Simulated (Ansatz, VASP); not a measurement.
One calculation of SnTe, two programs

File INCAR:

```
ALGO = Normal ; EDIFF = 1E-6
ENCUT = 500 ; GGA = PS
GGA_COMPAT = False ; ISIF = 2
ISMEAR = 0 ; LASPH = True
LCHARG = True ; LELF = True
LREAL = False ; LVHAR = True
LWAVE = False ; NBANDS = 17
NELM = 120 ; PREC = Accurate
SIGMA = 0.1
```

The input KPOINTS:

```
k-points
0
Gamma
  6 6 6
```

Contents of POSCAR:

```
SnTe
1.0
    0.0000000000      3.2655623318      3.2655623318
    3.2655623318      0.0000000000      3.2655623318
    3.2655623318      3.2655623318      0.0000000000
Te Sn
1 1
Direct
    0.5000000000      0.5000000000      0.5000000000
    0.0000000000      0.0000000000      0.0000000000
```

Input for Ansatz:

```yaml
crystal:
  lattice:
    - [0.0, 3.2655623318, 3.2655623318]
    - [3.2655623318, 0.0, 3.2655623318]
    - [3.2655623318, 3.2655623318, 0.0]
  atoms:
    - { symbol: Te, position: [0.5, 0.5, 0.5] }
    - { symbol: Sn, position: [0.0, 0.0, 0.0] }
basis:
  ecutwfc: 420
kpoints:
  mp_grid: { grid: [6, 6, 6] }
hamiltonian:
  xc: pbesol
scf:
  occupations: { method: gaussian, width: 0.1 }
output:
  forces: true
  stress: true
  eigenvalues: true
```

Alike in both runs: task single point; functional PBEsol; k mesh 6 × 6 × 6; occupations gaussian, width 0.1 eV; no spin polarisation.

```csv
,VASP,Ansatz
version,VASP 6.6.1,Ansatz 0.2.0
potentials or method,"VASP PAW PBE potentials, release 64 (Te, Sn_d), cutoff 500 eV","scalar-relativistic, plane waves, PAW"
valence electrons in the cell,20,30
```

VASP gave:

```
gap on the k mesh at the Fermi level (eV) : 0.15
least direct gap on the mesh (eV)         : 0.15
pressure (GPa)                            : -4.2
```

Question: What did Ansatz give for the same quantities?

Answer: gap on the k mesh at the Fermi level (eV): 0.15; least direct gap on the mesh (eV): 0.15; pressure (GPa): -4.1.

VASP's potentials were made for PBE, not for PBEsol. With one functional, cell and mesh, what is left measures potentials, basis and numerics. VASP's potentials hold 20 valence electrons a cell and Ansatz's 30, so a difference there can come from the potentials and not from the codes.

Spin-orbit coupling is off throughout.
